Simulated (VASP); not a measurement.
# Ga4SbAs3 (P-43m) in VASP: relaxation of cell and atoms with PBEsol

Aim: the relaxation of cell and atoms of Ga4SbAs3 with PBEsol.

All numbers are computed with VASP 6.6.1; they aren't measurements. Logs are shortened: lines on timing, memory, paths and dates and some standing lists are left out, and cuts for length are marked.

**1. The cell of the first run**

It takes space group P-43m (No. 215, cubic). Conventional cell: a = 5.781 Å, b = 5.781 Å, c = 5.781 Å, α = 90.00°, β = 90.00°, γ = 90.00°. Ga (site symmetry 3m) has 3 As at 2.47 Å and 1 Sb at 2.59 Å within 3.3 Å. Within 3.4 Å of Sb (site symmetry -43m) lie 4 Ga at 2.59 Å. As (site symmetry -42m) has 4 Ga at 2.47 Å within 3.3 Å.

**2. Relaxation of cell and atoms, PBEsol**

Contents of INCAR:

```
PREC = Accurate
ENCUT = 600
EDIFF = 1E-6
ISMEAR = 0
SIGMA = 0.1
LREAL = False
LASPH = True
NELM = 60
ALGO = Fast
ISIF = 3
LWAVE = False
LCHARG = False
GGA = PS
IBRION = 2
NSW = 100
EDIFFG = -0.005
```

Contents of KPOINTS:

```
Automatic mesh
0
Gamma
  6 6 6
```

Contents of POSCAR:

```
Ga4SbAs3
1.0
    5.7807183845      0.0000000000      0.0000000000
    0.0000000000     -5.7807183845      0.0000000000
    0.0000000000      0.0000000000     -5.7807183845
Ga Sb As
4 1 3
Direct
   -0.0088795825      0.5088795825      0.5088795825
    0.5088795825     -0.0088795825      0.5088795825
    0.5088795825      0.5088795825     -0.0088795825
   -0.0088795825     -0.0088795825     -0.0088795825
    0.2500000000      0.2500000000      0.2500000000
    0.7500000000      0.7500000000      0.2500000000
    0.7500000000      0.2500000000      0.7500000000
    0.2500000000      0.7500000000      0.7500000000
```

Potentials or basis: VASP PAW PBE potentials, release 64 (Ga_d, Sb, As).

Launch:

```bash
$ cat potpaw_PBE.64/Ga_d/POTCAR potpaw_PBE.64/Sb/POTCAR potpaw_PBE.64/As/POTCAR > POTCAR
$ mpirun -np 1 vasp_std > vasp.out
```

OUTCAR:

```text
PREC = Accurate
   ENCUT = 600
   EDIFF = 1E-6
   ISMEAR = 0
   LREAL = False
   LASPH = True
   NELM = 60
   ISIF = 3
   GGA = PS
   IBRION = 2
   NSW = 100
   EDIFFG = -0.005

 ion  position               nearest neighbor table
   1  0.991  0.509  0.509-   6 2.47   7 2.47   8 2.47   5 2.59
   2  0.509  0.991  0.509-   6 2.47   7 2.47   8 2.47   5 2.59
   3  0.509  0.509  0.991-   6 2.47   7 2.47   8 2.47   5 2.59
   4  0.991  0.991  0.991-   6 2.47   7 2.47   8 2.47   5 2.59
   5  0.250  0.250  0.250-   1 2.59   2 2.59   3 2.59   4 2.59
   6  0.750  0.750  0.250-   1 2.47   2 2.47   3 2.47   4 2.47
   7  0.750  0.250  0.750-   1 2.47   2 2.47   3 2.47   4 2.47
   8  0.250  0.750  0.750-   1 2.47   2 2.47   3 2.47   4 2.47

  LATTYP: Found a simple cubic cell.
 ALAT       =     5.7807183845

  Lattice vectors:

 A1 = (   5.7807183845,   0.0000000000,   0.0000000000)
 A2 = (   0.0000000000,  -5.7807183845,   0.0000000000)
 A3 = (   0.0000000000,   0.0000000000,  -5.7807183845)

Analysis of symmetry for initial positions (statically):
=====================================================================
 Subroutine PRICEL returns:
 Original cell was already a primitive cell.

 Routine SETGRP: Setting up the symmetry group for a
 simple cubic supercell.

 Subroutine GETGRP returns: Found 24 space group operations
 (whereof  6 operations were pure point group operations)
 out of a pool of 48 trial point group operations.

The static configuration has the point symmetry C_3v.
 The point group associated with its full space group is T_d .

Analysis of symmetry for dynamics (positions and initial velocities):
=====================================================================
 Subroutine PRICEL returns:
 Original cell was already a primitive cell.

 Routine SETGRP: Setting up the symmetry group for a
 simple cubic supercell.

 Subroutine GETGRP returns: Found 24 space group operations
 (whereof  6 operations were pure point group operations)
 out of a pool of 48 trial point group operations.

The dynamic configuration has the point symmetry C_3v.
 The point group associated with its full space group is T_d .

 Subroutine INISYM returns: Found 24 space group operations
 (whereof  6 operations are pure point group operations),
 and found     1 'primitive' translations

----------------------------------------------------------------------------------------

                                     Primitive cell
[... 88 lines left out ...]
 SYSTEM =  unknown system
   PREC   = accura    normal or accurate (medium, high low for compatibility)
   ISTART =      0    job   : 0-new  1-cont  2-samecut
   ICHARG =      2    charge: 1-file 2-atom 10-const
   ISPIN  =      1    spin polarized calculation?
   LNONCOLLINEAR =      F non collinear calculations
   LSORBIT =      F    spin-orbit coupling
   LASPH  =      T    aspherical Exc in radial PAW
   ENCUT  =  600.0 eV  44.10 Ry    6.64 a.u.  11.55 11.55 11.55*2*pi/ulx,y,z
   NELM   =     60;   NELMIN=  2; NELMDL= -5     # of ELM steps
   EDIFF  = 0.1E-05   stopping-criterion for ELM
   LREAL  =      F    real-space projection
   EDIFFG = -.5E-02   stopping-criterion for IOM
   NSW    =    100    number of steps for IOM
   IBRION =      2    ionic relax: 0-MD 1-quasi-New 2-CG
   NFREE  =      1    steps in history (QN), initial steepest desc. (CG)
   ISIF   =      3    stress and relaxation
   ISYM   =      2    0-nonsym 1-usesym 2-fastsym
   POTIM  = 0.5000    time-step for ionic-motion
   TEBEG  =    0.0;   TEEND  =   0.0 temperature during run
   PSTRESS=    0.0 pullay stress
   NELECT =      72.0000    total number of electrons
   NUPDOWN=      -1.0000    fix difference up-down
   EMIN   =  10.00;   EMAX   =-10.00  energy-range for DOS
   EFERMI =   0.00;   METHOD = LEGACY
   ISMEAR =     0;   SIGMA  =   0.10  broadening in eV -4-tet -1-fermi 0-gaus
   EFERMI_NEDOS =   21; number of points for ismear=-14 and -15
   IALGO  =     68    algorithm
   IMIX   =      4    mixing-type and parameters
     AMIX     =   0.40;   BMIX     =  1.00
     AMIX_MAG =   1.60;   BMIX_MAG =  1.00
  volume/ion in A,a.u.               =      24.15       162.95
  Fermi-wavevector in a.u.,A,eV,Ry     =   1.178159  2.226397 18.885679  1.388058
  Thomas-Fermi vector in A             =   2.314493
   LORBIT       =      0    0 simple, 1 ext, 2 COOP (PROOUT), +10 PAW based schemes
   GGA     = PS    functional components
   LHFCALC =     F    Hartree Fock is set to
   AEXX    =    0.0000 exact exchange contribution
   IVDW    =     0    specifies the selected vdW correction
   LEPSILON=     F    determine dielectric tensor
   LRPA    =     F    only Hartree local field effects (RPA)
 conjugate gradient relaxation of ions
 non-spin polarized calculation
 RMM-DIIS sequential band-by-band and
 Gauss-broadening in eV      SIGMA  =   0.10
  energy-cutoff  :      600.00
  volume of cell :      193.17
 maximum number of plane-waves:      6488
 NGX is ok and might be reduce to    48
   NGX = 23   NGY = 23   NGZ = 23

--------------------------------------- Ionic step        1  -------------------------------------------

 number of electron      72.0000033 magnetization

 Free energy of the ion-electron system (eV)
  ---------------------------------------------------
  ext. energy  EPLUGINS =         0.00000000
  ---------------------------------------------------
  free energy    TOTEN  =       -35.22926211 eV

  energy without entropy =      -35.22831082  energy(sigma->0) =      -35.22878646

------------------------ aborting loop because EDIFF is reached ----------------------------------------

  FORCE on cell =-STRESS in cart. coord.  units (eV):
  Direction    XX          YY          ZZ          XY          YZ          ZX
  --------------------------------------------------------------------------------------
  -------------------------------------------------------------------------------------
  Total       -0.0250621     -0.0250621     -0.0250621      0.0000000      0.0000000      0.0000000
  in kB       -0.2078652     -0.2078652     -0.2078652      0.0000000      0.0000000      0.0000000
  external PRESSURE =      -0.2078652 kB  Pullay stress =       0.0000000 kB
[... 71 lines left out ...]
--------------------------------------- Ionic step        3  -------------------------------------------

 number of electron      72.0000019 magnetization

 Free energy of the ion-electron system (eV)
  ---------------------------------------------------
  ext. energy  EPLUGINS =         0.00000000
  ---------------------------------------------------
  free energy    TOTEN  =       -35.22988861 eV

  energy without entropy =      -35.22893388  energy(sigma->0) =      -35.22941124

 E-fermi :   4.1472     XC(G=0):  -9.6246

 val. band max:        4.0987298955   @ k =   0.0000   0.0000   0.0000
 cond. band min:       4.5675937172   @ k =   0.5000   0.5000   0.5000
 fundamental gap:      0.4688638217
 Fermi energy:         4.1471537709

 k-point     1 :       0.0000    0.0000    0.0000
  band No.  band energies     occupation
      1     -10.8792      2.00000
      2     -10.8792      2.00000
      3     -10.8611      2.00000
      4     -10.7817      2.00000
      5     -10.7817      2.00000
      6     -10.7817      2.00000
[... 944 lines left out ...]
  FREE ENERGIE OF THE ION-ELECTRON SYSTEM (eV)
  ---------------------------------------------------
  free  energy   TOTEN  =       -35.2298886091 eV

  energy  without entropy=      -35.2289338771  energy(sigma->0) =      -35.22941124

 reached required accuracy - stopping structural energy minimisation
```

OSZICAR:

```text
N       E                     dE             d eps       ncg     rms          rms(c)
DAV:   1     0.639885354515E+03    0.63989E+03   -0.35343E+04  1806   0.250E+03
DAV:   2     0.692505626620E+02   -0.57063E+03   -0.55616E+03  1824   0.625E+02
DAV:   3    -0.294652815341E+02   -0.98716E+02   -0.96287E+02  1971   0.182E+02
[... 23 lines left out ...]
RMM:   2    -0.352298803043E+02   -0.39803E-04   -0.58456E-04  2256   0.166E-01    0.181E-02
RMM:   3    -0.352298835782E+02   -0.32739E-05   -0.15204E-04  2101   0.916E-02    0.423E-03
RMM:   4    -0.352298875122E+02   -0.39340E-05   -0.63757E-05  2258   0.513E-02    0.422E-03
RMM:   5    -0.352298885998E+02   -0.10876E-05   -0.11102E-05  1576   0.199E-02    0.316E-03
RMM:   6    -0.352298886091E+02   -0.93169E-08   -0.15095E-06  1016   0.109E-02
   3 F= -.35229889E+02 E0= -.35229411E+02  d E =-.626498E-03
```

It took 8.1 min on 1 thread of Oxide Virtual Turin-like, shared host; peak memory 0.43 GiB.

What came out:

| Quantity | Value |
| --- | --- |
| Free energy | -35.2299 eV |
| Relaxed volume | 24.13 Å³/atom |
| Relaxed cell | a = 5.779 Å, b = 5.779 Å, c = 5.779 Å, α = 90.00°, β = 90.00°, γ = 90.00° |
| Space group after relaxing (to 0.1 Å) | P-43m (No. 215) |
| Energy gained by relaxing | 0.1 meV/atom |
| Ionic steps | 3 |
| Pressure after relaxing | 0.0 GPa |
| Band gap on the k mesh | zero (filled and empty bands touch) |

The path:
```tsv
step	energy change (eV)	largest force (eV/Å)	pressure (GPa)	volume (Å³)
1	0.0000	0.0648	-0.02	193.17
2	-0.0006	0.0189	-0.07	193.08
3	-0.0006	0.0005	-0.01	193.05
```

Final structure:
```yaml
crystal:
  lattice:
    - [5.77945, 0.00000, 0.00000]
    - [0.00000, -5.77945, 0.00000]
    - [0.00000, 0.00000, -5.77945]
  atoms:
    - { symbol: Ga, position: [0.99157, 0.50843, 0.50843] }
    - { symbol: Ga, position: [0.50843, 0.99157, 0.50843] }
    - { symbol: Ga, position: [0.50843, 0.50843, 0.99157] }
    - { symbol: Ga, position: [0.99157, 0.99157, 0.99157] }
    - { symbol: Sb, position: [0.25000, 0.25000, 0.25000] }
    - { symbol: As, position: [0.75000, 0.75000, 0.25000] }
    - { symbol: As, position: [0.75000, 0.25000, 0.75000] }
    - { symbol: As, position: [0.25000, 0.75000, 0.75000] }
```

Levels at points of the mesh, in eV from the Fermi level:
```
           k point  band 33  band 34  band 35  band 36  band 37  band 38  band 39  band 40
(0.00, 0.00, 0.00)    -2.69    -0.07    -0.05    -0.05    -0.05     1.26     1.26     1.26
(0.50, 0.00, 0.00)    -2.00    -2.00    -1.53    -1.53     1.51     1.66     2.67     3.12
(0.50, 0.50, 0.00)    -1.67    -1.43    -1.07    -1.07     2.11     2.11     2.46     2.71
(0.50, 0.50, 0.50)    -1.38    -0.84    -0.84    -0.84     0.42     0.42     0.42     1.37
```

Caveat: semilocal functionals underestimate gaps, and a narrow one can read as zero; the PAW data sets were made with another functional, which shifts forces and pressure a little; spin-orbit coupling is left out, which moves the levels of the heavy elements.

The gap in the log of VASP goes by the Fermi energy; the results here count the filled bands.